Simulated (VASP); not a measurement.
Write the native input for VASP 6.6.1 that does the following.

- Task: single point
- Functional: PBE
- Potentials or basis: VASP PAW PBE potentials, release 64 (N, Sb, Ga_d)
- Cutoff: 520 eV
- k mesh: 6 × 6 × 4
- Occupations: fermi-dirac, width 0.02 eV
- Spin: no spin polarisation
- Dipole correction: no
- Further INCAR settings: ALGO = Normal; EDIFF = 1e-07; NBANDS = 46

The structure of Ga4Sb3N lies in POSCAR:

```
Ga4Sb3N
1.0
    7.7856946701     -2.0671835960      0.0354091084
    7.7856946701      2.0671835960      0.0354091084
   -3.3887747768      0.0000000000      6.0914355363
N Sb Ga
1 3 4
Direct
    0.0027942810      0.0027942810      0.6497613593
    0.7411874349      0.7411874349      0.0802313372
    0.4937799005      0.4937799005      0.1552700635
    0.2699961009      0.2699961009      0.6234699686
    0.1487037569      0.1487037569      0.8168577971
    0.9440421074      0.9440421074      0.3224758104
    0.6833526295      0.6833526295      0.3763321146
    0.4661437889      0.4661437889      0.7256015492
```

One way to write it, as run:

INCAR

```
SYSTEM = Ga4Sb3N
ALGO = Normal ; EDIFF = 1E-7
ENCUT = 520 ; GGA = PE
ISIF = 2 ; ISMEAR = -1
LASPH = .TRUE. ; LCHARG = .FALSE.
LREAL = .FALSE. ; LWAVE = .FALSE.
NBANDS = 46 ; NELM = 100
PREC = Accurate ; SIGMA = 0.02
```

KPOINTS

```
k-points
0
G
  6 6 4
  0 0 0
```

Potentials or basis: VASP PAW PBE potentials, release 64 (N, Sb, Ga_d).

The run is started by

```bash
$ cat potpaw_PBE.64/N/POTCAR potpaw_PBE.64/Sb/POTCAR potpaw_PBE.64/Ga_d/POTCAR > POTCAR
$ mpirun -np 1 vasp_std > vasp.out
```

Results of the run:

```json
{
  "Pressure": "0.1 GPa",
  "Largest force": "0.012 eV/Å",
  "Band gap on the k mesh": "zero (bands 36 and 37 overlap by 0.61 eV)"
}
```

Caveat: semilocal functionals underestimate gaps, and a narrow one can read as zero; spin-orbit coupling is left out, which moves the levels of the heavy elements.

Run time: 14 min on 1 thread of Intel(R) Xeon(R) Platinum 8488C (Sapphire Rapids), on a shared host, peak memory 0.68 GiB.
